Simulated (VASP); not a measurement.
## Al2SbP3: single point with r2SCAN+rVV10

Al2SbP3:

```
Al Sb P
1.0
     3.70261    0.00000    0.00000
    -1.85131    3.20656    0.00000
     0.00000    0.00000    9.05366
Al Sb P
2 1 3
Direct
  0.33333 0.66667 0.65626
  0.66667 0.33333 0.34374
  0.00000 0.00000 0.00000
  0.33333 0.66667 0.18957
  0.66667 0.33333 0.81043
  0.00000 0.00000 0.50000
```

- Program: VASP 6.6.1
- Task: single point
- Functional: r2SCAN
- Dispersion: rVV10
- Potentials or basis: VASP PAW PBE potentials, release 64 (Al, Sb, P)
- Cutoff: 520 eV
- k mesh: 12 × 12 × 4
- Occupations: fermi-dirac, width 0.03 eV
- Spin: no spin polarisation

- Pressure: -0.1 GPa
- Largest force: 0.041 eV/Å
- Band gap on the k mesh: zero (bands 13 and 14 overlap by 2.48 eV)

Forces in eV/Å, atoms in the order of the input:
```
Al   0.000  0.000  0.011
Al   0.000  0.000 -0.011
Sb   0.000  0.000  0.000
P    0.000  0.000  0.041
P    0.000  0.000 -0.041
P    0.000  0.000  0.000
```

Levels at points of the mesh, in eV from the Fermi level:
| k point | band 10 | band 11 | band 12 | band 13 | band 14 | band 15 | band 16 | band 17 |
| --- | --- | --- | --- | --- | --- | --- | --- | --- |
| (0.00, 0.00, 0.00) | -0.91 | -0.80 | -0.80 | 0.29 | 1.68 | 1.68 | 2.29 | 2.96 |
| (0.50, 0.00, 0.00) | -3.09 | -2.89 | -2.25 | -2.09 | 0.20 | 0.62 | 2.13 | 2.52 |
| (0.00, 0.00, 0.50) | -1.17 | -0.70 | -0.70 | 1.46 | 1.46 | 1.66 | 2.07 | 3.25 |
| (0.50, 0.00, 0.50) | -3.14 | -1.88 | -1.21 | -1.05 | -1.02 | 1.45 | 1.76 | 2.05 |

Run time: 8.7 min on 1 thread of Intel(R) Xeon(R) Platinum 8259CL CPU @ 2.50GHz (Skylake/Cascade Lake) (shared host), peak memory 0.54 GiB.

Caveat: the PAW data sets were made with another functional, which shifts forces and pressure a little; spin-orbit coupling is left out, which moves the levels of the heavy elements.
